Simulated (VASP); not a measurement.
A run of VASP 6.6.1 is set up as follows.

INCAR

```
ALGO = Normal
EDIFF = 1E-6
ENCUT = 520
GGA = PE
ISIF = 2
ISMEAR = -1
ISPIN = 2
LASPH = True
LCHARG = False
LORBIT = 11
LREAL = Auto
LWAVE = False
MAGMOM = 0 0 0 0 0 0 0 0 0 0 0 0 0 0 0 0 1
NBANDS = 52
NELM = 150
PREC = Accurate
SIGMA = 0.02
```

Contents of KPOINTS:

```
k-points
0
Gamma
  2 2 2
```

Contents of POSCAR:

```
LiSi16
1.0
    0.0000000000      5.4300000000      5.4300000000
    5.4300000000      0.0000000000      5.4300000000
    5.4300000000      5.4300000000      0.0000000000
Si Li
16 1
Direct
    0.0028356412      0.0023739864     -0.0075379905
    0.1268586071      0.1267237156      0.1239074616
    0.0035530423      0.0032676412      0.5035364457
    0.1262430015      0.1239597891      0.6261515787
   -0.0039952468      0.5012739600      0.0015006815
    0.1268208038      0.6226472590      0.1238822353
    0.0034496470      0.4900041539      0.5034322265
    0.1270817427      0.6230022879      0.6270794547
    0.5014158999     -0.0040018593      0.0014109172
    0.6236234679      0.1264210947      0.1235679937
    0.4925624836      0.0023467554      0.5027901762
    0.6239458252      0.1267140102      0.6268460851
    0.5014000095      0.5012099787      0.0013950973
    0.6249803865      0.6250172648      0.1249823317
    0.5015034880      0.5012723340      0.4960049456
    0.6239208398      0.6226310946      0.6268080911
    0.8777124610      0.8727975339      0.3775427687
```

Potentials or basis: VASP PAW PBE potentials, release 64 (Si, Li_sv).

Run with:

```bash
$ cat potpaw_PBE.64/Si/POTCAR potpaw_PBE.64/Li_sv/POTCAR > POTCAR
$ mpirun -np 1 vasp_std > vasp.out
```

(1) What does it give for the net moment?

(2) What does it give for the largest force?

## Answers

(1) 0.02 μB per cell.

(2) 0.102 eV/Å.

Caveat: the k points lie up to 0.50 Å⁻¹ apart.
